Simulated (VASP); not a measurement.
# Be (P6_3/mmc) in VASP: notebook

Be is run at these levels: r2SCAN; tasks: single point, relaxation of cell and atoms.

Program: VASP 6.6.1. These are calculated values, not measurements. Logs are shortened: lines on timing, memory, paths and dates and some standing lists are left out, and cuts for length are marked.

**1. The cell of the first run**

It takes space group P6_3/mmc (No. 194, hexagonal). The conventional cell has a = 2.263 Å, b = 2.263 Å, c = 3.567 Å, α = 90.00°, β = 90.00°, γ = 120.00°. Be (site symmetry -6m2) has 12 Be at 2.21 to 2.26 Å within 2.9 Å.

**2. Single point, r2SCAN**

Input file POSCAR:

```
Be
1.0
    2.2625832494      0.0000000000      0.0000000000
   -1.1312916247      1.9594545722      0.0000000000
    0.0000000000      0.0000000000      3.5674896740
Be
2
Direct
    0.3333333333      0.6666666667      0.2500000000
    0.6666666667      0.3333333333      0.7500000000
```

Input file INCAR.step1:

```
  ALGO = Normal
  EDIFF = 1E-4
  ENCUT = 520
  GGA = PE
  ISMEAR = -1
  LASPH = T
  LCHARG = F
  LREAL = F
  LWAVE = T
  NBANDS = 9
  NELM = 100
  PREC = Accurate
  SIGMA = 0.15
```

Input file INCAR.step2:

```
  ALGO = Normal
  EDIFF = 1E-6
  ENCUT = 520
  ISIF = 2
  ISMEAR = -1
  ISTART = 1
  LASPH = T
  LCHARG = F
  LMIXTAU = T
  LREAL = F
  LWAVE = F
  METAGGA = R2SCAN
  NBANDS = 9
  NELM = 100
  PREC = Accurate
  SIGMA = 0.15
```

Input file KPOINTS:

```
k-points
0
Gamma
  21 21 12
```

Potentials or basis: VASP PAW PBE potentials, release 64 (Be).

Launch:

```bash
> cat potpaw_PBE.64/Be/POTCAR > POTCAR
> cp INCAR.step1 INCAR
> mpirun -np 1 vasp_std > vasp.out
> cp INCAR.step2 INCAR
> mpirun -np 1 vasp_std > vasp.out
```

OUTCAR:

```text
EDIFF = 1E-6
   ENCUT = 520
   ISIF = 2
   ISMEAR = -1
   ISTART = 1
   LASPH = T
   LREAL = F
   METAGGA = R2SCAN
   NELM = 100
   PREC = Accurate

 ion  position               nearest neighbor table
   1  0.333  0.667  0.250-   2 2.21   2 2.21   2 2.21   2 2.21   2 2.21   2 2.21
   2  0.667  0.333  0.750-   1 2.21   1 2.21   1 2.21   1 2.21   1 2.21   1 2.21

  LATTYP: Found a hexagonal cell.
 ALAT       =     2.2625832494
 C/A-ratio  =     1.5767329997

  Lattice vectors:

 A1 = (   2.2625832494,   0.0000000000,   0.0000000000)
 A2 = (  -1.1312916247,   1.9594545722,   0.0000000000)
 A3 = (   0.0000000000,   0.0000000000,   3.5674896740)

Analysis of symmetry for initial positions (statically):
=====================================================================
 Subroutine PRICEL returns:
 Original cell was already a primitive cell.

 Routine SETGRP: Setting up the symmetry group for a
 hexagonal supercell.

 Subroutine GETGRP returns: Found 24 space group operations
 (whereof 12 operations were pure point group operations)
 out of a pool of 24 trial point group operations.

The static configuration has the point symmetry D_3d.
 The point group associated with its full space group is D_6h.

Analysis of symmetry for dynamics (positions and initial velocities):
=====================================================================
 Subroutine PRICEL returns:
 Original cell was already a primitive cell.

 Routine SETGRP: Setting up the symmetry group for a
 hexagonal supercell.

 Subroutine GETGRP returns: Found 24 space group operations
 (whereof 12 operations were pure point group operations)
 out of a pool of 24 trial point group operations.

The dynamic configuration has the point symmetry D_3d.
 The point group associated with its full space group is D_6h.

 Subroutine INISYM returns: Found 24 space group operations
 (whereof 12 operations are pure point group operations),
 and found     1 'primitive' translations

----------------------------------------------------------------------------------------

                                     Primitive cell

  volume of cell :      15.8162

  direct lattice vectors                    reciprocal lattice vectors
     2.262583249  0.000000000  0.000000000     0.441972688  0.255173050  0.000000000
    -1.131291625  1.959454572  0.000000000     0.000000000  0.510346100  0.000000000
     0.000000000  0.000000000  3.567489674     0.000000000  0.000000000  0.280309151

  length of vectors
     2.262583249  2.262583249  3.567489674     0.510346100  0.510346100  0.280309151

  position of ions in fractional coordinates (direct lattice)
     0.333333333  0.666666667  0.250000000
     0.666666667  0.333333333  0.750000000

  ion indices of the primitive-cell ions
   primitive index   ion index
                 1           1
                 2           2

----------------------------------------------------------------------------------------

 KPOINTS: k-points

Automatic generation of k-mesh.
 Grid dimensions read from file:
 generate k-points for:   21   21   12

 Generating k-lattice:

  Cartesian coordinates                     Fractional coordinates (reciprocal lattice)
     0.021046318  0.012151098  0.000000000     0.047619048 -0.000000000  0.000000000
     0.000000000  0.024302195  0.000000000     0.000000000  0.047619048  0.000000000
     0.000000000  0.000000000  0.023359096     0.000000000  0.000000000  0.083333333

  Length of vectors
     0.024302195  0.024302195  0.023359096

  Shift w.r.t. Gamma in fractional coordinates (k-lattice)
     0.000000000  0.000000000  0.000000000

 Subroutine IBZKPT returns following result:
 ===========================================

 Found    336 irreducible k-points:

 Following reciprocal coordinates:
            Coordinates               Weight
  0.000000  0.000000  0.000000      1.000000
  0.047619 -0.000000  0.000000      6.000000
  0.095238 -0.000000  0.000000      6.000000
  0.142857  0.000000  0.000000      6.000000
  0.190476 -0.000000  0.000000      6.000000
  0.238095 -0.000000  0.000000      6.000000
[... 16 lines left out ...]
  0.142857  0.095238  0.000000     12.000000
  0.190476  0.095238  0.000000     12.000000
 [... further k-points ...]
   k-points           NKPTS =    336   k-points in BZ     NKDIM =    336   number of bands    NBANDS=      9
   number of dos      NEDOS =    301   number of ions     NIONS =      2
   total plane-waves  NPLWV =   9072
   dimension x,y,z NGX =    18 NGY =   18 NGZ =   28
   dimension x,y,z NGXF=    36 NGYF=   36 NGZF=   56
   ions per type =               2
   NGX,Y,Z   is equivalent  to a cutoff of  13.23, 13.23, 13.05 a.u.
   NGXF,Y,Z  is equivalent  to a cutoff of  26.45, 26.45, 26.10 a.u.
 SYSTEM =  unknown system
   PREC   = accura    normal or accurate (medium, high low for compatibility)
   ISTART =      1    job   : 0-new  1-cont  2-samecut
   ICHARG =      0    charge: 1-file 2-atom 10-const
   ISPIN  =      1    spin polarized calculation?
   LNONCOLLINEAR =      F non collinear calculations
   LSORBIT =      F    spin-orbit coupling
   LASPH  =      T    aspherical Exc in radial PAW
   ENCUT  =  520.0 eV  38.22 Ry    6.18 a.u.   4.21  4.21  6.63*2*pi/ulx,y,z
   NELM   =    100;   NELMIN=  2; NELMDL=  0     # of ELM steps
   EDIFF  = 0.1E-05   stopping-criterion for ELM
   LREAL  =      F    real-space projection
   EDIFFG = 0.1E-04   stopping-criterion for IOM
   NSW    =      0    number of steps for IOM
   IBRION =     -1    ionic relax: 0-MD 1-quasi-New 2-CG
   NFREE  =      0    steps in history (QN), initial steepest desc. (CG)
   ISIF   =      2    stress and relaxation
   ISYM   =      2    0-nonsym 1-usesym 2-fastsym
   POTIM  = 0.5000    time-step for ionic-motion
   TEBEG  =    0.0;   TEEND  =   0.0 temperature during run
   PSTRESS=    0.0 pullay stress
   NELECT =       4.0000    total number of electrons
   NUPDOWN=      -1.0000    fix difference up-down
   EMIN   =  10.00;   EMAX   =-10.00  energy-range for DOS
   EFERMI =   0.00;   METHOD = LEGACY
   ISMEAR =    -1;   SIGMA  =   0.15  broadening in eV -4-tet -1-fermi 0-gaus
   EFERMI_NEDOS =   21; number of points for ismear=-14 and -15
   IALGO  =     38    algorithm
   IMIX   =      4    mixing-type and parameters
     AMIX     =   0.40;   BMIX     =  1.00
     AMIX_MAG =   1.60;   BMIX_MAG =  1.00
  volume/ion in A,a.u.               =       7.91        53.37
  Fermi-wavevector in a.u.,A,eV,Ry     =   1.035287  1.956408 14.582979  1.071819
  Thomas-Fermi vector in A             =   2.169623
   LORBIT       =      0    0 simple, 1 ext, 2 COOP (PROOUT), +10 PAW based schemes
   METAGGA = R2SCAN    functional components
   LHFCALC =     F    Hartree Fock is set to
   AEXX    =    0.0000 exact exchange contribution
   IVDW    =     0    specifies the selected vdW correction
   LEPSILON=     F    determine dielectric tensor
   LRPA    =     F    only Hartree local field effects (RPA)
 non-spin polarized calculation
  energy-cutoff  :      520.00
  volume of cell :       15.82
 maximum number of plane-waves:       446
 NGX is ok and might be reduce to    18
   NGX =  9   NGY =  9   NGZ = 13

 number of electron       4.0000000 magnetization

 Free energy of the ion-electron system (eV)
  ---------------------------------------------------
  ext. energy  EPLUGINS =         0.00000000
  ---------------------------------------------------
  free energy    TOTEN  =        -8.68412263 eV

  energy without entropy =       -8.67196678  energy(sigma->0) =       -8.67804470

 E-fermi :   7.1809     XC(G=0): -11.2599

 val. band max:        7.1780313762   @ k =   0.3333   0.2857   0.0833
 cond. band min:       7.1810692111   @ k =   0.3333   0.0476   0.0000
 fundamental gap:      0.0030378350
 Fermi energy:         7.1808663752

 k-point     1 :       0.0000    0.0000    0.0000
  band No.  band energies     occupation
      1      -5.1123      2.00000
      2       2.3614      2.00000
      3       8.1628      0.00287
      4      24.4876      0.00000
      5      24.4876      0.00000
      6      27.5128      0.00000
      7      27.5128      0.00000
      8      29.7737      0.00000
      9      35.6108      0.00000

 k-point     2 :       0.0476   -0.0000    0.0000
  band No.  band energies     occupation
      1      -5.0418      2.00000
      2       2.4525      2.00000
      3       8.1870      0.00244
      4      23.8553      0.00000
      5      24.0071      0.00000
      6      27.5201      0.00000
      7      27.8000      0.00000
      8      29.6430      0.00000
      9      34.4450      0.00000

 k-point     3 :       0.0952   -0.0000    0.0000
  band No.  band energies     occupation
      1      -4.8301      2.00000
      2       2.7254      2.00000
      3       8.2565      0.00154
      4      22.2695      0.00000
      5      23.0001      0.00000
      6      27.4947      0.00000
      7      28.1773      0.00000
      8      29.1942      0.00000
      9      32.5594      0.00000

 k-point     4 :       0.1429    0.0000    0.0000
  band No.  band energies     occupation
      1      -4.4772      2.00000
      2       3.1798      2.00000
      3       8.3589      0.00078
      4      20.2413      0.00000
      5      21.8891      0.00000
      6      27.3513      0.00000
      7      28.2016      0.00000
      8      28.2713      0.00000
      9      30.5025      0.00000
[... 205 lines left out ...]
 k-point    22 :       0.0952    0.0952    0.0000
  band No.  band energies     occupation
      1      -4.2652      2.00000
      2       3.4520      2.00000
      3       8.4206      0.00051
      4      19.7850      0.00000
      5      20.4992      0.00000
      6      27.3975      0.00000
      7      27.7609      0.00000
      8      27.7830      0.00000
      9      31.4533      0.00000

 k-point    23 :       0.1429    0.0952    0.0000
  band No.  band energies     occupation
      1      -3.7705      2.00000
      2       4.0859      2.00000
      3       8.5293      0.00025
      4      17.8372      0.00000
      5      19.3766      0.00000
      6      26.4174      0.00000
      7      26.7372      0.00000
      8      27.1596      0.00000
      9      30.7723      0.00000

 k-point    24 :       0.1905    0.0952    0.0000
  band No.  band energies     occupation
      1      -3.1345      2.00000
      2       4.8980      2.00000
      3       8.5856      0.00017
      4      15.8816      0.00000
      5      18.4121      0.00000
      6      24.5975      0.00000
      7      25.4489      0.00000
      8      26.6321      0.00000
      9      30.1813      0.00000

 [... further k-points ...]
[... 5 lines left out ...]
  --------------------------------------------------------------------------------------
  -------------------------------------------------------------------------------------
  Total        0.0168052      0.0168052      0.0264731      0.0000000      0.0000000      0.0000000
  in kB        1.7023626      1.7023626      2.6817160      0.0000000      0.0000000      0.0000000
  external PRESSURE =       2.0288137 kB  Pullay stress =       0.0000000 kB

 VOLUME and BASIS-vectors are now :
 -----------------------------------------------------------------------------
  energy-cutoff  :      520.00
  volume of cell :       15.82
      direct lattice vectors                 reciprocal lattice vectors
     2.262583249  0.000000000  0.000000000     0.441972688  0.255173050  0.000000000
    -1.131291625  1.959454572  0.000000000     0.000000000  0.510346100  0.000000000
     0.000000000  0.000000000  3.567489674     0.000000000  0.000000000  0.280309151

 POSITION                                       TOTAL-FORCE (eV/Angst)
 -----------------------------------------------------------------------------------
     -0.00000      1.30630      0.89187        -0.000000      0.000000      0.000000
      1.13129      0.65315      2.67562         0.000000     -0.000000      0.000000
 -----------------------------------------------------------------------------------
    total drift:                                0.000000     -0.000000      0.000000

  FREE ENERGIE OF THE ION-ELECTRON SYSTEM (eV)
  ---------------------------------------------------
  free  energy   TOTEN  =        -8.6841226324 eV

  energy  without entropy=       -8.6719667760  energy(sigma->0) =       -8.67804470
```

Wall time 52 s (1 thread of Intel Xeon 6975P-C (Granite Rapids), shared host); peak memory 0.15 GiB.

What came out:

| Item | Value |
| --- | --- |
| Free energy | -8.6841 eV |
| Pressure | 0.2 GPa |
| Band gap on the k mesh | zero (band 2 reaches 8.21 eV, above the bottom of band 3 at 5.99 eV) |

Caveat: the PAW data sets were made with another functional, which shifts forces and pressure a little.

**3. Relaxation of cell and atoms, r2SCAN**

Input file POSCAR:

```
Be
1.0
    2.2616611072      0.0000000000      0.0000000000
   -1.1308305536      1.9586559735      0.0000000000
    0.0000000000      0.0000000000      3.5691603058
Be
2
Direct
    0.3333333333      0.6666666667      0.2500000000
    0.6666666667      0.3333333333      0.7500000000
```

Input file INCAR.step1:

```
SYSTEM = Be
ALGO     = Normal         ! electronic algorithm
EDIFF    = 1E-4           ! SCF threshold, eV
ENCUT    = 600            ! plane-wave cutoff, eV
GGA      = PE             ! functional
ISMEAR   = -1             ! smearing method
LASPH    = .True.         ! aspherical terms in the spheres
LCHARG   = .False.        ! write CHGCAR
LREAL    = .False.        ! projectors in reciprocal space
LWAVE    = .True.         ! write WAVECAR
NELM     = 60             ! most SCF steps
PREC     = Accurate       ! precision mode
SIGMA    = 0.15           ! smearing width, eV
```

Input file INCAR.step2:

```
SYSTEM = Be
ALGO     = Normal         ! electronic algorithm
EDIFF    = 1E-7           ! SCF threshold, eV
EDIFFG   = -0.001         ! ionic threshold
ENCUT    = 600            ! plane-wave cutoff, eV
IBRION   = 2              ! ionic algorithm
ISIF     = 3              ! what is computed and relaxed
ISMEAR   = -1             ! smearing method
ISTART   = 1            
LASPH    = .True.         ! aspherical terms in the spheres
LCHARG   = .False.        ! write CHGCAR
LMIXTAU  = .True.       
LREAL    = .False.        ! projectors in reciprocal space
LWAVE    = .False.        ! write WAVECAR
METAGGA  = R2SCAN         ! meta-GGA
NELM     = 60             ! most SCF steps
NSW      = 80             ! ionic steps
PREC     = Accurate       ! precision mode
SIGMA    = 0.15           ! smearing width, eV
```

Input file KPOINTS:

```
k-points
0
Gamma
  21 21 12
  0 0 0
```

Potentials or basis: VASP PAW PBE potentials, release 64 (Be).

Launch:

```bash
> cat potpaw_PBE.64/Be/POTCAR > POTCAR
> cp INCAR.step1 INCAR
> mpirun -np 1 vasp_std > vasp.out
> cp INCAR.step2 INCAR
> mpirun -np 1 vasp_std > vasp.out
```

Wall time 2 min (1 thread of Intel Xeon 6975P-C (Granite Rapids), shared host); peak memory 0.15 GiB.

The run converged. Its results:

* Free energy: -8.6842 eV
* Relaxed volume: 7.92 Å³/atom
* Relaxed cell: a = 2.264 Å, b = 2.264 Å, c = 3.570 Å, α = 90.00°, β = 90.00°, γ = 120.00°
* Space group after relaxing (to 0.05 Å): P6_3/mmc (No. 194)
* Energy gained by relaxing: 0.0 meV/atom
* Ionic steps: 4
* Pressure after relaxing: 0.0 GPa
* Band gap on the k mesh: zero (band 2 reaches 8.20 eV, above the bottom of band 3 at 5.98 eV)

Final structure:
```cif
data_structure
_symmetry_space_group_name_H-M 'P 1'
_symmetry_Int_Tables_number 1
_cell_length_a 2.2636
_cell_length_b 2.2636
_cell_length_c 3.5700
_cell_angle_alpha 90.000
_cell_angle_beta 90.000
_cell_angle_gamma 120.000
_cell_volume 15.84
loop_
_atom_site_label
_atom_site_type_symbol
_atom_site_fract_x
_atom_site_fract_y
_atom_site_fract_z
_atom_site_occupancy
Be1 Be 0.33333 0.66667 0.25000 1
Be2 Be 0.66667 0.33333 0.75000 1
```

Levels at points of the mesh, in eV from the Fermi level:
```
           k point  band 1  band 2  band 3  band 4  band 5  band 6
(0.00, 0.00, 0.00)  -12.29   -4.82    0.97   17.29   17.29   20.31
(0.00, 0.00, 0.50)   -9.95   -9.95   11.29   11.29   19.08   19.08
```

Caveat: the PAW data sets were made with another functional, which shifts forces and pressure a little.
